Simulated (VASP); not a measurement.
Input of a VASP 6.6.1 run:

File INCAR:

```
SYSTEM = Al8O
ALGO = Normal
EDIFF = 1E-7
ENCUT = 520
GGA = PE
ISIF = 2
ISMEAR = 0
IVDW = 12
LASPH = .True.
LCHARG = .False.
LREAL = .False.
LWAVE = .False.
NBANDS = 25
NELM = 80
PREC = Accurate
SIGMA = 0.15
```

File KPOINTS:

```
k-points
0
Gamma
  8 8 8
  0 0 0
```

Contents of POSCAR:

```
Al8O
1.0
   -1.4017850509      2.4279629295     -4.6750895444
   -1.4017850509      2.4279629295      4.6750895444
    5.6071402037     -0.0000000001      0.0000000000
Al O
8 1
Direct
    0.7916666667      0.5416666667      0.3333333333
    0.2916666667      0.0416666667      0.3333333333
    0.7916666667      0.5416666667      0.8333333333
    0.2916666667      0.0416666667      0.8333333333
    0.2083333333      0.4583333333      0.1666666667
    0.7083333333      0.9583333333      0.1666666667
    0.2083333333      0.4583333333      0.6666666667
    0.7083333333      0.9583333333      0.6666666667
    0.7082983748      0.2916317082      0.9999300830
```

Potentials or basis: VASP PAW PBE potentials, release 64 (Al, O).

Launch:

```bash
$ cat potpaw_PBE.64/Al/POTCAR potpaw_PBE.64/O/POTCAR > POTCAR
$ mpirun -np 1 vasp_std > vasp.out
```

(1) What does it give for the band gap on the k mesh?

(2) Estimate the dispersion energy per atom.

(3) Estimate the largest force.

Results:

(1) zero (bands 15 and 16 overlap by 2.66 eV).

(2) -0.336 eV.

(3) 2.340 eV/Å.
